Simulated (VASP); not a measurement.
# AlN (P6_3/mmc) in VASP: further runs

The runs below take AlN through single point, with LDA.

All numbers are computed with VASP 6.6.1; they aren't measurements. Logs are shortened: lines on timing, memory, paths and dates and some standing lists are left out, and cuts for length are marked.

### Step 1. The cell of the first run

The structure is hexagonal, space group P6_3/mmc (No. 194). The conventional cell has a = 3.262 Å, b = 3.262 Å, c = 4.062 Å, α = 90.00°, β = 90.00°, γ = 120.00°. Within 2.5 Å of Al (site symmetry -6m2) lie 5 N at 1.88 to 2.03 Å. N (site symmetry -6m2) has 5 Al at 1.88 to 2.03 Å within 2.5 Å.

### Step 2. Single point, LDA (strain -0.015 along x and y, -0.030 along z)

Contents of INCAR:

```
PREC = Accurate
ENCUT = 600
EDIFF = 1E-6
ISMEAR = 0
SIGMA = 0.05
LREAL = False
LASPH = True
NELM = 120
ALGO = Normal
ISIF = 2
LWAVE = False
LCHARG = False
GGA = CA
NBANDS = 16
GGA_COMPAT = False
```

Contents of KPOINTS:

```
Automatic mesh
0
Gamma
  9 9 6
```

Contents of POSCAR:

```
AlN
1.0
    3.2624340057      0.0000000000      0.0000000000
   -1.6312170028      2.8253507271      0.0000000000
    0.0000000000      0.0000000000      4.0619361100
Al N
2 2
Direct
    0.3333333333      0.6666666667      0.7500000000
    0.6666666667      0.3333333333      0.2500000000
    0.3333333333      0.6666666667      0.2500000000
    0.6666666667      0.3333333333      0.7500000000
```

Potentials or basis: VASP PAW LDA potentials, release 64 (Al, N).

Started as:

```console
cat potpaw_LDA.64/Al/POTCAR potpaw_LDA.64/N/POTCAR > POTCAR
mpirun -np 1 vasp_std > vasp.out
```

OUTCAR:

```text
PREC = Accurate
   ENCUT = 600
   EDIFF = 1E-6
   ISMEAR = 0
   LREAL = False
   LASPH = True
   NELM = 120
   ISIF = 2
   GGA = CA

 ion  position               nearest neighbor table
   1  0.333  0.667  0.750-   4 1.88   4 1.88   4 1.88   3 2.03   3 2.03   2 2.77   2 2.77   2 2.77
                             2 2.77   2 2.77   2 2.77
   2  0.667  0.333  0.250-   3 1.88   3 1.88   3 1.88   4 2.03   4 2.03   1 2.77   1 2.77   1 2.77
                             1 2.77   1 2.77   1 2.77
   3  0.333  0.667  0.250-   2 1.88   2 1.88   2 1.88   1 2.03   1 2.03
   4  0.667  0.333  0.750-   1 1.88   1 1.88   1 1.88   2 2.03   2 2.03

  LATTYP: Found a hexagonal cell.
 ALAT       =     3.2624340057
 C/A-ratio  =     1.2450630734

  Lattice vectors:

 A1 = (   3.2624340057,   0.0000000000,   0.0000000000)
 A2 = (  -1.6312170028,   2.8253507271,   0.0000000000)
 A3 = (   0.0000000000,   0.0000000000,   4.0619361100)

Analysis of symmetry for initial positions (statically):
=====================================================================
 Subroutine PRICEL returns:
 Original cell was already a primitive cell.

 Routine SETGRP: Setting up the symmetry group for a
 hexagonal supercell.

 Subroutine GETGRP returns: Found 24 space group operations
 (whereof 12 operations were pure point group operations)
 out of a pool of 24 trial point group operations.

The static configuration has the point symmetry D_3d.
 The point group associated with its full space group is D_6h.

Analysis of symmetry for dynamics (positions and initial velocities):
=====================================================================
 Subroutine PRICEL returns:
 Original cell was already a primitive cell.

 Routine SETGRP: Setting up the symmetry group for a
 hexagonal supercell.

 Subroutine GETGRP returns: Found 24 space group operations
 (whereof 12 operations were pure point group operations)
 out of a pool of 24 trial point group operations.

The dynamic configuration has the point symmetry D_3d.
 The point group associated with its full space group is D_6h.

 Subroutine INISYM returns: Found 24 space group operations
 (whereof 12 operations are pure point group operations),
 and found     1 'primitive' translations

----------------------------------------------------------------------------------------

                                     Primitive cell

  volume of cell :      37.4410

  direct lattice vectors                    reciprocal lattice vectors
     3.262434006  0.000000000  0.000000000     0.306519610  0.176969180  0.000000000
    -1.631217003  2.825350727  0.000000000     0.000000000  0.353938359  0.000000000
     0.000000000  0.000000000  4.061936110     0.000000000  0.000000000  0.246188018

  length of vectors
     3.262434006  3.262434006  4.061936110     0.353938359  0.353938359  0.246188018

  position of ions in fractional coordinates (direct lattice)
     0.333333333  0.666666667  0.750000000
     0.666666667  0.333333333  0.250000000
     0.333333333  0.666666667  0.250000000
     0.666666667  0.333333333  0.750000000

  ion indices of the primitive-cell ions
   primitive index   ion index
                 1           1
                 2           2
                 3           3
                 4           4

----------------------------------------------------------------------------------------

 KPOINTS: Automatic mesh

Automatic generation of k-mesh.
 Grid dimensions read from file:
 generate k-points for:    9    9    6

 Generating k-lattice:

  Cartesian coordinates                     Fractional coordinates (reciprocal lattice)
     0.034057734  0.019663242  0.000000000     0.111111111  0.000000000  0.000000000
     0.000000000  0.039326484  0.000000000     0.000000000  0.111111111  0.000000000
     0.000000000  0.000000000  0.041031336     0.000000000  0.000000000  0.166666667

  Length of vectors
     0.039326484  0.039326484  0.041031336

  Shift w.r.t. Gamma in fractional coordinates (k-lattice)
     0.000000000  0.000000000  0.000000000

 Subroutine IBZKPT returns following result:
 ===========================================

 Found     48 irreducible k-points:

 Following reciprocal coordinates:
            Coordinates               Weight
  0.000000  0.000000  0.000000      1.000000
  0.111111 -0.000000  0.000000      6.000000
  0.222222 -0.000000  0.000000      6.000000
  0.333333 -0.000000  0.000000      6.000000
  0.444444 -0.000000  0.000000      6.000000
  0.111111  0.111111  0.000000      6.000000
[... 16 lines left out ...]
  0.333333  0.222222  0.166667     24.000000
  0.333333  0.333333  0.166667      4.000000
 [... further k-points ...]
   k-points           NKPTS =     48   k-points in BZ     NKDIM =     48   number of bands    NBANDS=     16
   number of dos      NEDOS =    301   number of ions     NIONS =      4
   total plane-waves  NPLWV =  25088
   dimension x,y,z NGX =    28 NGY =   28 NGZ =   32
   dimension x,y,z NGXF=    56 NGYF=   56 NGZF=   64
   ions per type =               2   2
   NGX,Y,Z   is equivalent  to a cutoff of  14.27, 14.27, 13.10 a.u.
   NGXF,Y,Z  is equivalent  to a cutoff of  28.54, 28.54, 26.19 a.u.
 SYSTEM =  unknown system
   PREC   = accura    normal or accurate (medium, high low for compatibility)
   ISTART =      0    job   : 0-new  1-cont  2-samecut
   ICHARG =      2    charge: 1-file 2-atom 10-const
   ISPIN  =      1    spin polarized calculation?
   LNONCOLLINEAR =      F non collinear calculations
   LSORBIT =      F    spin-orbit coupling
   LASPH  =      T    aspherical Exc in radial PAW
   ENCUT  =  600.0 eV  44.10 Ry    6.64 a.u.   6.52  6.52  8.11*2*pi/ulx,y,z
   NELM   =    120;   NELMIN=  2; NELMDL= -5     # of ELM steps
   EDIFF  = 0.1E-05   stopping-criterion for ELM
   LREAL  =      F    real-space projection
   EDIFFG = 0.1E-04   stopping-criterion for IOM
   NSW    =      0    number of steps for IOM
   IBRION =     -1    ionic relax: 0-MD 1-quasi-New 2-CG
   NFREE  =      0    steps in history (QN), initial steepest desc. (CG)
   ISIF   =      2    stress and relaxation
   ISYM   =      2    0-nonsym 1-usesym 2-fastsym
   POTIM  = 0.5000    time-step for ionic-motion
   TEBEG  =    0.0;   TEEND  =   0.0 temperature during run
   PSTRESS=    0.0 pullay stress
   NELECT =      16.0000    total number of electrons
   NUPDOWN=      -1.0000    fix difference up-down
   EMIN   =  10.00;   EMAX   =-10.00  energy-range for DOS
   EFERMI =   0.00;   METHOD = LEGACY
   ISMEAR =     0;   SIGMA  =   0.05  broadening in eV -4-tet -1-fermi 0-gaus
   EFERMI_NEDOS =   21; number of points for ismear=-14 and -15
   IALGO  =     38    algorithm
   IMIX   =      4    mixing-type and parameters
     AMIX     =   0.40;   BMIX     =  1.00
     AMIX_MAG =   1.60;   BMIX_MAG =  1.00
  volume/ion in A,a.u.               =       9.36        63.17
  Fermi-wavevector in a.u.,A,eV,Ry     =   1.233102  2.330225 20.688219  1.520541
  Thomas-Fermi vector in A             =   2.367846
   LORBIT       =      0    0 simple, 1 ext, 2 COOP (PROOUT), +10 PAW based schemes
   GGA     = CA    functional components
   LHFCALC =     F    Hartree Fock is set to
   AEXX    =    0.0000 exact exchange contribution
   IVDW    =     0    specifies the selected vdW correction
   LEPSILON=     F    determine dielectric tensor
   LRPA    =     F    only Hartree local field effects (RPA)
 non-spin polarized calculation
 Gauss-broadening in eV      SIGMA  =   0.05
  energy-cutoff  :      600.00
  volume of cell :       37.44
 maximum number of plane-waves:      1271
 NGX is ok and might be reduce to    28
   NGX = 13   NGY = 13   NGZ = 17

 number of electron      15.9999999 magnetization

 Free energy of the ion-electron system (eV)
  ---------------------------------------------------
  ext. energy  EPLUGINS =         0.00000000
  ---------------------------------------------------
  free energy    TOTEN  =       -32.47249371 eV

  energy without entropy =      -32.47249371  energy(sigma->0) =      -32.47249371

 E-fermi :   8.5827     XC(G=0): -11.7559

 val. band max:        8.3222039669   @ k =   0.0000   0.0000   0.0000
 cond. band min:      12.0908624342   @ k =   0.0000   0.0000   0.0000
 fundamental gap:      3.7686584673
 Fermi energy:         8.5827155022

 k-point     1 :       0.0000    0.0000    0.0000
  band No.  band energies     occupation
      1      -8.7386      2.00000
      2      -4.6146      2.00000
      3       1.1347      2.00000
      4       4.8795      2.00000
      5       4.8795      2.00000
      6       6.6856      2.00000
[... 8 lines left out ...]
     15      20.3163      0.00000
     16      20.3163      0.00000

 k-point     2 :       0.1111   -0.0000    0.0000
  band No.  band energies     occupation
      1      -8.5880      2.00000
      2      -4.6167      2.00000
      3       1.2905      2.00000
      4       4.3723      2.00000
      5       4.6664      2.00000
      6       6.2161      2.00000
[... 8 lines left out ...]
     15      19.7254      0.00000
     16      20.2812      0.00000

 k-point     3 :       0.2222   -0.0000    0.0000
  band No.  band energies     occupation
      1      -8.1546      2.00000
      2      -4.6747      2.00000
      3       1.7447      2.00000
      4       3.2773      2.00000
      5       4.2357      2.00000
      6       5.3397      2.00000
[... 8 lines left out ...]
     15      18.8963      0.00000
     16      21.1954      0.00000

 k-point     4 :       0.3333   -0.0000    0.0000
  band No.  band energies     occupation
      1      -7.5060      2.00000
      2      -4.9103      2.00000
      3       2.2807      2.00000
      4       2.4446      2.00000
      5       3.8484      2.00000
      6       4.5685      2.00000
[... 8 lines left out ...]
     15      19.8437      0.00000
     16      21.8002      0.00000

 k-point     5 :       0.4444   -0.0000    0.0000
  band No.  band energies     occupation
      1      -6.8451      2.00000
      2      -5.3233      2.00000
      3       1.7521      2.00000
      4       3.1895      2.00000
      5       3.6307      2.00000
      6       4.1194      2.00000
[... 8 lines left out ...]
     15      21.5206      0.00000
     16      22.2248      0.00000

 k-point     6 :       0.1111    0.1111    0.0000
  band No.  band energies     occupation
      1      -8.2956      2.00000
      2      -4.6461      2.00000
      3       1.5958      2.00000
      4       3.8153      2.00000
      5       3.9965      2.00000
      6       5.7969      2.00000
[... 8 lines left out ...]
     15      19.5435      0.00000
     16      20.8455      0.00000
[... 267 lines left out ...]
 k-point    21 :       0.4444    0.1111    0.1667
  band No.  band energies     occupation
      1      -6.5006      2.00000
      2      -5.4737      2.00000
      3       1.2209      2.00000
      4       2.9271      2.00000
      5       3.1379      2.00000
      6       4.6222      2.00000
[... 8 lines left out ...]
     15      20.9107      0.00000
     16      22.2630      0.00000

 k-point    22 :       0.2222    0.2222    0.1667
  band No.  band energies     occupation
      1      -7.0024      2.00000
      2      -5.1717      2.00000
      3       1.8140      2.00000
      4       2.1660      2.00000
      5       3.9770      2.00000
      6       4.4914      2.00000
[... 8 lines left out ...]
     15      20.5679      0.00000
     16      22.0283      0.00000

 k-point    23 :       0.3333    0.2222    0.1667
  band No.  band energies     occupation
      1      -6.3935      2.00000
      2      -5.4921      2.00000
      3       1.4897      2.00000
      4       2.3161      2.00000
      5       3.1588      2.00000
      6       5.0205      2.00000
[... 8 lines left out ...]
     15      20.4096      0.00000
     16      22.1457      0.00000

 k-point    24 :       0.3333    0.3333    0.1667
  band No.  band energies     occupation
      1      -5.8868      2.00000
      2      -5.8868      2.00000
      3       1.4376      2.00000
      4       2.6024      2.00000
      5       2.6024      2.00000
      6       5.2742      2.00000
[... 8 lines left out ...]
     15      19.7800      0.00000
     16      21.9346      0.00000

 [... further k-points ...]

------------------------ aborting loop because EDIFF is reached ----------------------------------------

  FORCE on cell =-STRESS in cart. coord.  units (eV):
  Direction    XX          YY          ZZ          XY          YZ          ZX
  --------------------------------------------------------------------------------------
  -------------------------------------------------------------------------------------
  Total        1.0354622      1.0354622      1.1511125      0.0000000      0.0000000      0.0000000
  in kB       44.3095791     44.3095791     49.2584990      0.0000000      0.0000000      0.0000000
  external PRESSURE =      45.9592191 kB  Pullay stress =       0.0000000 kB

 VOLUME and BASIS-vectors are now :
 -----------------------------------------------------------------------------
  energy-cutoff  :      600.00
  volume of cell :       37.44
      direct lattice vectors                 reciprocal lattice vectors
     3.262434006  0.000000000  0.000000000     0.306519610  0.176969180  0.000000000
    -1.631217003  2.825350727  0.000000000     0.000000000  0.353938359  0.000000000
     0.000000000  0.000000000  4.061936110     0.000000000  0.000000000  0.246188018

 POSITION                                       TOTAL-FORCE (eV/Angst)
 -----------------------------------------------------------------------------------
     -0.00000      1.88357      3.04645         0.000000     -0.000000      0.000000
      1.63122      0.94178      1.01548        -0.000000      0.000000      0.000000
     -0.00000      1.88357      1.01548        -0.000000     -0.000000      0.000000
      1.63122      0.94178      3.04645         0.000000      0.000000      0.000000
 -----------------------------------------------------------------------------------
    total drift:                               -0.000000     -0.000000     -0.000000

  FREE ENERGIE OF THE ION-ELECTRON SYSTEM (eV)
  ---------------------------------------------------
  free  energy   TOTEN  =       -32.4724937068 eV

  energy  without entropy=      -32.4724937068  energy(sigma->0) =      -32.47249371
```

It took 32 s on 1 thread of AMD EPYC 7R13 (Zen 3), shared host; peak memory 0.12 GiB.

Results:

- Free energy: -32.4725 eV
- Pressure: 4.6 GPa
- Band gap on the k mesh: 3.77 eV, direct

Caveat: the cell differs from its parent crystal (strain -0.015 along x and y, -0.030 along z). A k mesh can miss the band edges.

### Step 3. Single point, LDA (strain -0.015 along x and y, -0.015 along z)

Contents of INCAR:

```
SYSTEM = AlN
PREC     = Accurate       ! precision mode
ENCUT    = 600            ! plane-wave cutoff, eV
EDIFF    = 1E-6           ! SCF threshold, eV
ISMEAR   = 0              ! smearing method
SIGMA    = 0.05           ! smearing width, eV
LREAL    = .False.        ! projectors in reciprocal space
LASPH    = .True.         ! aspherical terms in the spheres
NELM     = 120            ! most SCF steps
ALGO     = Normal         ! electronic algorithm
ISIF     = 2              ! what is computed and relaxed
LWAVE    = .False.        ! write WAVECAR
LCHARG   = .False.        ! write CHGCAR
NBANDS   = 16             ! bands
GGA_COMPAT= .False.
```

Contents of KPOINTS:

```
Automatic mesh
0
Gamma
  9 9 6
  0 0 0
```

POSCAR, as its differences from that of step 2:

```diff
@@ -4,3 +4,3 @@
    -1.6312170028      2.8253507271      0.0000000000
-    0.0000000000      0.0000000000      4.0619361100
+    0.0000000000      0.0000000000      4.1247495550
 Al N
```

Potentials or basis: VASP PAW LDA potentials, release 64 (Al, N).

Started as:

```console
cat potpaw_LDA.64/Al/POTCAR potpaw_LDA.64/N/POTCAR > POTCAR
mpirun -np 1 vasp_std > vasp.out
```

Run time: 37 s. Hardware: 1 thread of AMD EPYC 7R13 (Zen 3), shared host; peak memory 0.13 GiB.

Results (log left out):

| Item | Value |
| --- | --- |
| Free energy | -32.4812 eV |
| Pressure | 1.3 GPa |
| Band gap on the k mesh | 3.62 eV, direct |

Stress tensor (GPa, compression positive):
```
 2.20  0.00  0.00
 0.00  2.20  0.00
 0.00  0.00 -0.40
```

Levels at points of the mesh, in eV from the valence-band top:
| k point | band 5 | band 6 | band 7 | band 8 | band 9 | band 10 | band 11 | band 12 |
| --- | --- | --- | --- | --- | --- | --- | --- | --- |
| (0.00, 0.00, 0.00) | -3.41 | -1.70 | -1.70 | 0.00 | 3.62 | 4.62 | 8.29 | 8.29 |
| (0.00, 0.00, 0.50) | -2.59 | -2.59 | -2.59 | -2.59 | 5.86 | 5.86 | 8.46 | 8.46 |

Caveat: the cell differs from its parent crystal (strain -0.015 along x and y, -0.015 along z).

### Step 4. Single point, LDA (strain -0.030 along x and y, +0.030 along z)

Contents of INCAR:

```
SYSTEM = AlN
PREC     = Accurate       ! precision mode
ENCUT    = 600            ! plane-wave cutoff, eV
EDIFF    = 1E-6           ! SCF threshold, eV
ISMEAR   = 0              ! smearing method
SIGMA    = 0.05           ! smearing width, eV
LREAL    = .FALSE.        ! projectors in reciprocal space
LASPH    = .TRUE.         ! aspherical terms in the spheres
NELM     = 120            ! most SCF steps
ALGO     = Normal         ! electronic algorithm
ISIF     = 2              ! what is computed and relaxed
LWAVE    = .FALSE.        ! write WAVECAR
LCHARG   = .FALSE.        ! write CHGCAR
NBANDS   = 16             ! bands
GGA_COMPAT= .FALSE.
```

Contents of KPOINTS:

```
regular mesh
0
G
  9 9 6
  0 0 0
```

Contents of POSCAR:

```
AlN
1.0
    3.2127522696      0.0000000000      0.0000000000
   -1.6063761348      2.7823250815      0.0000000000
    0.0000000000      0.0000000000      4.3131898900
Al N
2 2
Direct
    0.3333333333      0.6666666667      0.7500000000
    0.6666666667      0.3333333333      0.2500000000
    0.3333333333      0.6666666667      0.2500000000
    0.6666666667      0.3333333333      0.7500000000
```

Started as:

```console
cat potpaw_LDA.64/Al/POTCAR potpaw_LDA.64/N/POTCAR > POTCAR
mpirun -np 1 vasp_std > vasp.out
```

Wall time 41 s (1 thread of AMD EPYC 7R13 (Zen 3), shared host); peak memory 0.13 GiB.

Results (log left out):

| Quantity | Value |
| --- | --- |
| Free energy | -32.4042 eV |
| Pressure | 1.4 GPa |
| Band gap on the k mesh | 3.40 eV, direct |

Stress tensor (GPa, compression positive):
```
 6.00  0.00  0.00
 0.00  6.00  0.00
 0.00  0.00 -7.91
```

Levels at points of the mesh, in eV from the valence-band top:
```csv
k point,band 6,band 7,band 8,band 9,band 10,band 11
"(0.00, 0.00, 0.00)",-1.97,-1.97,0.00,3.40,4.65,8.42
"(0.00, 0.00, 0.50)",-2.70,-2.70,-2.70,5.68,5.68,8.67
```

Caveat: the cell differs from its parent crystal (strain -0.030 along x and y, +0.030 along z).

### Step 5. Overview

```tsv
cell	gap on the mesh (eV)	pressure (GPa)
a = 3.262, b = 3.262, c = 4.062 Å, angles 90.0, 90.0, 120.0°, 4 atoms	3.77	4.6
a = 3.262, b = 3.262, c = 4.125 Å, angles 90.0, 90.0, 120.0°, 4 atoms	3.62	1.3
a = 3.213, b = 3.213, c = 4.313 Å, angles 90.0, 90.0, 120.0°, 4 atoms	3.40	1.4
```

Alike in all rows: task single point; level LDA; potentials or basis VASP PAW LDA potentials, release 64 (Al, N); no spin polarisation; k mesh 9 × 9 × 6; cutoff (eV) 600; smearing gaussian 0.05 eV.

Absolute energies hang on the potentials; compare differences alone.
